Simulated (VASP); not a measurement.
# LaSb12Os4 (Im-3) in VASP: further runs

LaSb12Os4 is run at these levels: LDA; tasks: single point.

Program: VASP 6.6.1. These are calculated values, not measurements. Logs are shortened: lines on timing, memory, paths and dates and some standing lists are left out, and cuts for length are marked.

### 1 The cell of the first run

Symmetry: Im-3, No. 204, cubic system. Conventional cell: a = 9.366 Å, b = 9.366 Å, c = 9.366 Å, α = 90.00°, β = 90.00°, γ = 90.00°. La (site symmetry m-3) has 12 Sb at 3.51 Å and 8 Os at 4.06 Å within 4.6 Å. Sb (site symmetry m) has 2 Os at 2.64 Å and 6 Sb at 2.95 to 3.54 Å and 1 La at 3.51 Å within 3.6 Å. Os (site symmetry -3) has 6 Sb at 2.64 Å within 3.5 Å.

### 2 Single point, LDA

Contents of INCAR:

```
  PREC = Accurate
  ENCUT = 520
  EDIFF = 1E-6
  ISMEAR = 0
  SIGMA = 0.1
  LREAL = Auto
  LASPH = T
  NELM = 100
  ALGO = Normal
  ISIF = 2
  LWAVE = F
  LCHARG = F
  GGA = CA
  NBANDS = 66
```

Contents of KPOINTS:

```
Automatic mesh
0
Gamma
  4 4 4
```

Contents of POSCAR:

```
LaSb12Os4
1.0
   -4.6831026083      4.6831026083      4.6831026083
    4.6831026083     -4.6831026083      4.6831026083
    4.6831026083      4.6831026083     -4.6831026083
La Sb Os
1 12 4
Direct
    0.0000000000      0.0000000000      0.0000000000
    0.3403895700      0.1573607100      0.4977502800
    0.6596104300      0.8426392900      0.5022497200
    0.6596104300      0.1573607100      0.8169711400
    0.3403895700      0.8426392900      0.1830288600
    0.1830288600      0.3403895700      0.8426392900
    0.8169711400      0.6596104300      0.1573607100
    0.5022497200      0.6596104300      0.8426392900
    0.4977502800      0.3403895700      0.1573607100
    0.8426392900      0.5022497200      0.6596104300
    0.1573607100      0.4977502800      0.3403895700
    0.8426392900      0.1830288600      0.3403895700
    0.1573607100      0.8169711400      0.6596104300
    0.0000000000      0.0000000000      0.5000000000
    0.5000000000      0.5000000000      0.5000000000
    0.0000000000      0.5000000000      0.0000000000
    0.5000000000      0.0000000000      0.0000000000
```

Potentials or basis: VASP PAW LDA potentials, release 64 (La, Sb, Os).

Started as:

```console
$ cat potpaw_LDA.64/La/POTCAR potpaw_LDA.64/Sb/POTCAR potpaw_LDA.64/Os/POTCAR > POTCAR
$ mpirun -np 1 vasp_std > vasp.out
```

OUTCAR:

```text
PREC = Accurate
   ENCUT = 520
   EDIFF = 1E-6
   ISMEAR = 0
   LREAL = Auto
   LASPH = T
   NELM = 100
   ISIF = 2
   GGA = CA

 ion  position               nearest neighbor table
   1  0.000  0.000  0.000-   2 3.51   3 3.51  10 3.51  11 3.51   8 3.51   9 3.51   4 3.51   5 3.51
                             6 3.51   7 3.51  12 3.51  13 3.51
   2  0.340  0.157  0.498-  15 2.64  14 2.64   5 2.95   4 2.99   1 3.51   6 3.54  13 3.54   8 3.54
                            10 3.54
   3  0.660  0.843  0.502-  15 2.64  14 2.64   4 2.95   5 2.99   1 3.51   7 3.54  12 3.54   9 3.54
                            11 3.54
   4  0.660  0.157  0.817-  16 2.64  17 2.64   3 2.95   2 2.99   1 3.51   9 3.54  10 3.54   7 3.54
                            13 3.54
   5  0.340  0.843  0.183-  16 2.64  17 2.64   2 2.95   3 2.99   1 3.51   8 3.54  11 3.54  12 3.54
                             6 3.54
   6  0.183  0.340  0.843-  14 2.64  16 2.64   9 2.95   8 2.99   1 3.51   2 3.54  10 3.54  12 3.54
                             5 3.54
   7  0.817  0.660  0.157-  14 2.64  16 2.64   8 2.95   9 2.99   1 3.51  11 3.54  13 3.54   3 3.54
                             4 3.54
   8  0.502  0.660  0.843-  15 2.64  17 2.64   7 2.95   6 2.99   1 3.51   5 3.54  13 3.54  11 3.54
                             2 3.54
   9  0.498  0.340  0.157-  15 2.64  17 2.64   6 2.95   7 2.99   1 3.51   4 3.54  12 3.54  10 3.54
                             3 3.54
  10  0.843  0.502  0.660-  15 2.64  16 2.64  13 2.95  12 2.99   1 3.51   4 3.54   6 3.54   9 3.54
                             2 3.54
  11  0.157  0.498  0.340-  15 2.64  16 2.64  12 2.95  13 2.99   1 3.51   5 3.54   7 3.54   8 3.54
                             3 3.54
  12  0.843  0.183  0.340-  14 2.64  17 2.64  11 2.95  10 2.99   1 3.51   3 3.54   9 3.54   6 3.54
                             5 3.54
  13  0.157  0.817  0.660-  14 2.64  17 2.64  10 2.95  11 2.99   1 3.51   2 3.54   8 3.54   7 3.54
                             4 3.54
  14  0.000  0.000  0.500-   6 2.64   7 2.64  12 2.64  13 2.64   2 2.64   3 2.64
  15  0.500  0.500  0.500-   2 2.64   3 2.64   8 2.64   9 2.64  10 2.64  11 2.64
  16  0.000  0.500  0.000-   4 2.64   5 2.64   6 2.64   7 2.64  10 2.64  11 2.64
  17  0.500  0.000  0.000-   4 2.64   5 2.64   8 2.64   9 2.64  12 2.64  13 2.64

  LATTYP: Found a body centered cubic cell.
 ALAT       =     9.3662052166

  Lattice vectors:

 A1 = (  -4.6831026083,   4.6831026083,   4.6831026083)
 A2 = (   4.6831026083,  -4.6831026083,   4.6831026083)
 A3 = (   4.6831026083,   4.6831026083,  -4.6831026083)

Analysis of symmetry for initial positions (statically):
=====================================================================
 Subroutine PRICEL returns:
 Original cell was already a primitive cell.

 Routine SETGRP: Setting up the symmetry group for a
 body centered cubic supercell.
[... 142 lines left out ...]
   PSTRESS=    0.0 pullay stress
   NELECT =     103.0000    total number of electrons
   NUPDOWN=      -1.0000    fix difference up-down
   EMIN   =  10.00;   EMAX   =-10.00  energy-range for DOS
   EFERMI =   0.00;   METHOD = LEGACY
   ISMEAR =     0;   SIGMA  =   0.10  broadening in eV -4-tet -1-fermi 0-gaus
   EFERMI_NEDOS =   21; number of points for ismear=-14 and -15
   IALGO  =     38    algorithm
   IMIX   =      4    mixing-type and parameters
     AMIX     =   0.40;   BMIX     =  1.00
     AMIX_MAG =   1.60;   BMIX_MAG =  1.00
  volume/ion in A,a.u.               =      24.17       163.08
  Fermi-wavevector in a.u.,A,eV,Ry     =   1.032286  1.950739 14.498577  1.065615
  Thomas-Fermi vector in A             =   2.166477
   LORBIT       =      0    0 simple, 1 ext, 2 COOP (PROOUT), +10 PAW based schemes
   GGA     = CA    functional components
   LHFCALC =     F    Hartree Fock is set to
   AEXX    =    0.0000 exact exchange contribution
   IVDW    =     0    specifies the selected vdW correction
   LEPSILON=     F    determine dielectric tensor
   LRPA    =     F    only Hartree local field effects (RPA)
 non-spin polarized calculation
 Gauss-broadening in eV      SIGMA  =   0.10
  energy-cutoff  :      520.00
  volume of cell :      410.83
 maximum number of plane-waves:     11128
   NGX = 31   NGY = 31   NGZ = 31

 number of electron     102.9999990 magnetization

 Free energy of the ion-electron system (eV)
  ---------------------------------------------------
  ext. energy  EPLUGINS =         0.00000000
  ---------------------------------------------------
  free energy    TOTEN  =      -117.84255719 eV

  energy without entropy =     -117.79153086  energy(sigma->0) =     -117.81704403

 E-fermi :   7.7851     XC(G=0): -10.8019

 val. band max:        7.7573456499   @ k =   0.2500   0.2500   0.0000
 cond. band min:       7.8129405488   @ k =   0.5000   0.0000   0.0000
 fundamental gap:      0.0555948989
 Fermi energy:         7.7850917744

 k-point     1 :       0.0000    0.0000    0.0000
  band No.  band energies     occupation
      1     -25.0062      2.00000
      2      -8.8045      2.00000
      3      -8.8045      2.00000
      4      -8.8045      2.00000
      5      -4.1996      2.00000
      6      -2.2420      2.00000
[... 517 lines left out ...]
     62       9.9095      0.00000
     63      10.0391      0.00000
 [bands above 63 left out]

------------------------ aborting loop because EDIFF is reached ----------------------------------------

  FORCE on cell =-STRESS in cart. coord.  units (eV):
  Direction    XX          YY          ZZ          XY          YZ          ZX
  --------------------------------------------------------------------------------------
  -------------------------------------------------------------------------------------
  Total      -10.4291855    -10.4291855    -10.4291855      0.0000000     -0.0000000     -0.0000000
  in kB      -40.6724152    -40.6724152    -40.6724152      0.0000000     -0.0000000     -0.0000000
  external PRESSURE =     -40.6724152 kB  Pullay stress =       0.0000000 kB

 VOLUME and BASIS-vectors are now :
 -----------------------------------------------------------------------------
  energy-cutoff  :      520.00
  volume of cell :      410.83
      direct lattice vectors                 reciprocal lattice vectors
    -4.683102608  4.683102608  4.683102608     0.000000000  0.106766826  0.106766826
     4.683102608 -4.683102608  4.683102608     0.106766826  0.000000000  0.106766826
     4.683102608  4.683102608 -4.683102608     0.106766826  0.106766826  0.000000000

 POSITION                                       TOTAL-FORCE (eV/Angst)
 -----------------------------------------------------------------------------------
      0.00000      0.00000      0.00000         0.000000      0.000000      0.000000
      1.47387      3.18816      0.00000         0.075434     -0.155230      0.000000
      3.20923      1.49494      4.68310        -0.075434      0.155230      0.000000
      1.47387      6.17805      0.00000         0.075434      0.155230     -0.000000
      3.20923     -1.49494      4.68310        -0.075434     -0.155230      0.000000
      4.68310      3.20923     -1.49494         0.000000     -0.075434     -0.155230
[... 9 lines left out ...]
      2.34155     -2.34155      2.34155         0.000000      0.000000      0.000000
     -2.34155      2.34155      2.34155         0.000000     -0.000000     -0.000000
 -----------------------------------------------------------------------------------
    total drift:                               -0.000000     -0.000000     -0.000000

  FREE ENERGIE OF THE ION-ELECTRON SYSTEM (eV)
  ---------------------------------------------------
  free  energy   TOTEN  =      -117.8425571905 eV

  energy  without entropy=     -117.7915308640  energy(sigma->0) =     -117.81704403
```

OSZICAR:

```text
N       E                     dE             d eps       ncg     rms          rms(c)
DAV:   1     0.826870593087E+03    0.82687E+03   -0.34780E+04  1056   0.145E+03
DAV:   2     0.370581584723E+02   -0.78981E+03   -0.74736E+03  1220   0.336E+02
DAV:   3    -0.106542518328E+03   -0.14360E+03   -0.12985E+03  1338   0.145E+02
DAV:   4    -0.119459985801E+03   -0.12917E+02   -0.12596E+02  1640   0.437E+01
DAV:   5    -0.120315394385E+03   -0.85541E+00   -0.84776E+00  1816   0.990E+00    0.317E+01
DAV:   6    -0.118616968446E+03    0.16984E+01   -0.35018E+00  1680   0.860E+00    0.149E+01
DAV:   7    -0.118204276532E+03    0.41269E+00   -0.35934E+00  1688   0.764E+00    0.842E+00
DAV:   8    -0.117838719617E+03    0.36556E+00   -0.17072E+00  1704   0.776E+00    0.106E+00
DAV:   9    -0.117846816396E+03   -0.80968E-02   -0.16816E-01  1672   0.158E+00    0.627E-01
DAV:  10    -0.117842906598E+03    0.39098E-02   -0.17457E-02  1584   0.516E-01    0.269E-01
DAV:  11    -0.117842720916E+03    0.18568E-03   -0.53085E-03  1736   0.293E-01    0.917E-02
DAV:  12    -0.117842553568E+03    0.16735E-03   -0.83802E-04  1768   0.165E-01    0.417E-02
DAV:  13    -0.117842557038E+03   -0.34691E-05   -0.77554E-05  1480   0.305E-02    0.937E-03
DAV:  14    -0.117842557353E+03   -0.31543E-06   -0.10838E-05  1760   0.140E-02    0.364E-03
DAV:  15    -0.117842557191E+03    0.16252E-06   -0.49630E-07   952   0.546E-03
   1 F= -.11784256E+03 E0= -.11781704E+03  d E =-.510263E-01
```

stdout:

```text
POSCAR found type information on POSCAR LaSbOs
 POSCAR found :  3 types and      17 ions
 scaLAPACK will be used
 LDA part: xc-table for (Slater(with rela. corr.)+CA(PZ))
 , standard interpolation
 POSCAR, INCAR and KPOINTS ok, starting setup
 FFT: planning ... GRIDC
 FFT: planning ... GRID_SOFT
 FFT: planning ... GRID
 WAVECAR not read
 entering main loop
```

Run time: 7.2 min. Hardware: 1 thread of Intel Xeon Platinum 8375C at 2.90GHz (Ice Lake), shared host; peak memory 0.45 GiB.

Results:

```
Free energy            : -117.8426 eV
Pressure               : -4.1 GPa
Largest force          : 0.173 eV/Å
Band gap on the k mesh : zero (an odd number of electrons rules out a gap without spin polarisation)
```

Forces in eV/Å, atoms in the order of the input:
```
La   0.000  0.000  0.000
Sb   0.075 -0.155  0.000
Sb  -0.075  0.155  0.000
Sb   0.075  0.155  0.000
Sb  -0.075 -0.155  0.000
Sb   0.000 -0.075 -0.155
Sb   0.000  0.075  0.155
Sb   0.000 -0.075  0.155
Sb   0.000  0.075 -0.155
Sb   0.155  0.000 -0.075
Sb  -0.155  0.000  0.075
Sb  -0.155  0.000 -0.075
Sb   0.155  0.000  0.075
Os   0.000  0.000  0.000
Os   0.000  0.000  0.000
Os   0.000  0.000  0.000
Os   0.000  0.000  0.000
```

Caveat: the cell stands under tension; spin-orbit coupling is left out, which moves the levels of the heavy elements; an odd number of electrons without spin polarisation forces a metal; a magnetic or distorted state may lie lower.

### 3 Single point, LDA

This run uses another cell than the first one, of 23.27 Å³/atom.

Contents of INCAR:

```
SYSTEM = LaSb12Os4
PREC = Accurate
ENCUT = 520
EDIFF = 1E-6
ISMEAR = 0
SIGMA = 0.1
LREAL = Auto
LASPH = .TRUE.
NELM = 60
ALGO = Normal
ISIF = 2
LWAVE = .FALSE.
LCHARG = .TRUE.
LELF = .TRUE.
LVHAR = .TRUE.
NBANDS = 66
```

Contents of KPOINTS:

```
regular mesh
0
G
  6 6 6
  0 0 0
```

Contents of POSCAR:

```
LaSb12Os4
1.0
   -4.6243271170      4.6243271170      4.6243271170
    4.6243271170     -4.6243271170      4.6243271170
    4.6243271170      4.6243271170     -4.6243271170
La Sb Os
1 12 4
Direct
    0.0000000000      0.0000000000      0.0000000000
    0.3403687948      0.1570966207      0.4974654155
    0.6596312052      0.8429033793      0.5025345845
    0.6596312052      0.1570966207      0.8167278259
    0.3403687948      0.8429033793      0.1832721741
    0.1832721741      0.3403687948      0.8429033793
    0.8167278259      0.6596312052      0.1570966207
    0.5025345845      0.6596312052      0.8429033793
    0.4974654155      0.3403687948      0.1570966207
    0.8429033793      0.5025345845      0.6596312052
    0.1570966207      0.4974654155      0.3403687948
    0.8429033793      0.1832721741      0.3403687948
    0.1570966207      0.8167278259      0.6596312052
    0.0000000000      0.0000000000      0.5000000000
    0.5000000000      0.5000000000      0.5000000000
    0.0000000000      0.5000000000      0.0000000000
    0.5000000000      0.0000000000      0.0000000000
```

Potentials or basis: VASP PAW LDA potentials, release 64 (La, Sb, Os).

Started as:

```console
$ cat potpaw_LDA.64/La/POTCAR potpaw_LDA.64/Sb/POTCAR potpaw_LDA.64/Os/POTCAR > POTCAR
$ mpirun -np 1 vasp_std > vasp.out
```

Wall time 15 min (1 thread of Intel Xeon Platinum 8375C at 2.90GHz (Ice Lake), shared host); peak memory 0.55 GiB.

Results (log left out):

```
Free energy            : -118.0397 eV
Pressure               : 0.2 GPa
Largest force          : 0.039 eV/Å
Band gap on the k mesh : zero (an odd number of electrons rules out a gap without spin polarisation)
```

Forces in eV/Å, atoms in the order of the input:
```
La   0.000  0.000  0.000
Sb   0.037 -0.012  0.000
Sb  -0.037  0.012  0.000
Sb   0.037  0.012  0.000
Sb  -0.037 -0.012  0.000
Sb   0.000 -0.037 -0.012
Sb   0.000  0.037  0.012
Sb   0.000 -0.037  0.012
Sb   0.000  0.037 -0.012
Sb   0.012  0.000 -0.037
Sb  -0.012  0.000  0.037
Sb  -0.012  0.000 -0.037
Sb   0.012  0.000  0.037
Os   0.000  0.000  0.000
Os   0.000  0.000  0.000
Os   0.000  0.000  0.000
Os   0.000  0.000  0.000
```

Levels at points of the mesh, in eV from the Fermi level:
```csv
k point,band 48,band 49,band 50,band 51,band 52,band 53,band 54,band 55
"(0.00, 0.00, 0.00)",-0.45,-0.27,-0.27,0.33,0.56,1.34,1.34,1.34
"(0.50, 0.00, 0.00)",-0.45,-0.36,-0.22,-0.18,0.01,1.13,1.15,1.65
"(0.50, 0.50, 0.50)",-1.06,-1.06,-0.41,-0.41,-0.41,1.63,1.63,1.63
```

Caveat: spin-orbit coupling is left out, which moves the levels of the heavy elements; an odd number of electrons without spin polarisation forces a metal; a magnetic or distorted state may lie lower.

### 4 Single point, LDA

This run uses another cell than the first one, of 23.27 Å³/atom.

Contents of INCAR:

```
  PREC = Accurate
  ENCUT = 520
  EDIFF = 1E-6
  ISMEAR = 0
  SIGMA = 0.1
  LREAL = Auto
  LASPH = True
  NELM = 100
  ALGO = Normal
  ISIF = 2
  LWAVE = False
  LCHARG = False
  GGA = CA
  NBANDS = 66
```

Contents of KPOINTS:

```
Automatic mesh
0
Gamma
  6 6 6
```

POSCAR is that of step 3.

Started as:

```console
$ cat potpaw_LDA.64/La/POTCAR potpaw_LDA.64/Sb/POTCAR potpaw_LDA.64/Os/POTCAR > POTCAR
$ mpirun -np 1 vasp_std > vasp.out
```

Run time: 14 min. Hardware: 1 thread of Intel Xeon Platinum 8375C at 2.90GHz (Ice Lake), shared host; peak memory 0.54 GiB.

It converged, with:

* Free energy: -118.0397 eV
* Pressure: 0.2 GPa
* Largest force: 0.039 eV/Å
* Band gap on the k mesh: zero (an odd number of electrons rules out a gap without spin polarisation)

Forces on the atoms (eV/Å):
```
La   0.000  0.000  0.000
Sb   0.037 -0.012  0.000
Sb  -0.037  0.012  0.000
Sb   0.037  0.012  0.000
Sb  -0.037 -0.012  0.000
Sb   0.000 -0.037 -0.012
Sb   0.000  0.037  0.012
Sb   0.000 -0.037  0.012
Sb   0.000  0.037 -0.012
Sb   0.012  0.000 -0.037
Sb  -0.012  0.000  0.037
Sb  -0.012  0.000 -0.037
Sb   0.012  0.000  0.037
Os   0.000  0.000  0.000
Os   0.000  0.000  0.000
Os   0.000  0.000  0.000
Os   0.000  0.000  0.000
```

Levels at points of the mesh, in eV from the Fermi level:
| k point | band 48 | band 49 | band 50 | band 51 | band 52 | band 53 | band 54 | band 55 |
| --- | --- | --- | --- | --- | --- | --- | --- | --- |
| (0.00, 0.00, 0.00) | -0.45 | -0.27 | -0.27 | 0.33 | 0.56 | 1.34 | 1.34 | 1.34 |
| (0.50, 0.00, 0.00) | -0.45 | -0.36 | -0.22 | -0.18 | 0.01 | 1.13 | 1.15 | 1.65 |
| (0.50, 0.50, 0.50) | -1.06 | -1.06 | -0.41 | -0.41 | -0.41 | 1.63 | 1.63 | 1.63 |

Caveat: spin-orbit coupling is left out, which moves the levels of the heavy elements; an odd number of electrons without spin polarisation forces a metal; a magnetic or distorted state may lie lower.

The gap in the log of VASP goes by the Fermi energy; the results here count the filled bands.